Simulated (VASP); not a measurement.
Set up this calculation in VASP 6.6.1, as the native input.

| Item | Value |
| --- | --- |
| Task | single point |
| Functional | PBE exchange alone |
| Potentials or basis | VASP PAW PBE potentials, release 64 (Hf_pv, O) |
| Cutoff | 520 eV |
| k mesh | 5 × 5 × 5 |
| Occupations | fermi-dirac, width 0.05 eV |
| Spin | no spin polarisation |
| Dipole correction | no |
| Further INCAR settings | ALGO = Normal; EDIFF = 1e-06; NBANDS = 56 |

The structure of HfO2 lies in POSCAR:

```
HfO2
1.0
    5.2183784252      0.0000000000      0.0000000000
    0.0000000000      5.2874062132      0.0000000000
   -0.8755038659      0.0000000000      5.3161257910
Hf O
4 8
Direct
    0.2755000000      0.4603000000      0.7080000000
    0.7245000000      0.9603000000      0.7920000000
    0.7245000000      0.5397000000      0.2920000000
    0.2755000000      0.0397000000      0.2080000000
    0.0742000000      0.1684000000      0.8467000000
    0.9258000000      0.6684000000      0.6533000000
    0.9258000000      0.8316000000      0.1533000000
    0.0742000000      0.3316000000      0.3467000000
    0.4487000000      0.7419000000      0.9801000000
    0.5513000000      0.2419000000      0.5199000000
    0.5513000000      0.2581000000      0.0199000000
    0.4487000000      0.7581000000      0.4801000000
```

The input as run:

INCAR

```
PREC = Accurate ; ENCUT = 520
EDIFF = 1E-6 ; ISMEAR = -1
SIGMA = 0.05 ; LREAL = False
LASPH = True ; NELM = 60
ALGO = Normal ; ISIF = 2
LWAVE = False ; LCHARG = False
GGA = PE ; ALDAC = 0.0
AGGAC = 0.0 ; NBANDS = 56
```

KPOINTS

```
Automatic mesh
0
Gamma
  5 5 5
```

Potentials or basis: VASP PAW PBE potentials, release 64 (Hf_pv, O).

Command:

```console
$ cat potpaw_PBE.64/Hf_pv/POTCAR potpaw_PBE.64/O/POTCAR > POTCAR
$ mpirun -np 1 vasp_std > vasp.out
```

Results of the run:

```json
{"Pressure": "8.1 GPa", "Largest force": "0.412 eV/Å", "Band gap on the k mesh": "4.05 eV (least direct gap 4.12 eV)"}
```

Caveat: the cell stands under pressure; spin-orbit coupling is left out, which moves the levels of the heavy elements.

It took 4.5 min on 1 thread of Intel(R) Xeon(R) Platinum 8488C (Sapphire Rapids), on a shared host, peak memory 0.37 GiB.
